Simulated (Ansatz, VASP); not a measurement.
# One calculation of LiF, two programs

```
Li F
1.0
     0.00000    2.07342    2.07342
     2.07342    0.00000    2.07342
     2.07342    2.07342    0.00000
Li F
1 1
Direct
  0.00000 0.00000 0.00000
  0.50000 0.50000 0.50000
```

Alike in both runs: task single point; functional PBE; k mesh 10 × 10 × 10; occupations gaussian, width 0.02 eV; no spin polarisation.

|  | VASP | Ansatz |
| --- | --- | --- |
| version | VASP 6.6.1 | Ansatz 0.2.0 |
| potentials or method | VASP PAW PBE potentials, release 64 (Li_sv, F), cutoff 520 eV | scalar-relativistic, plane waves, PAW |
| valence electrons in the cell | 10 | 10 |

```tsv
	VASP	Ansatz	Ansatz less VASP
gap on the k mesh at the Fermi level (eV)	8.35	8.35	+0.002
least direct gap on the mesh (eV)	8.35	8.35	+0.002
```

Noted on VASP's run: the cutoff is short for stress, so the pressure is rough.
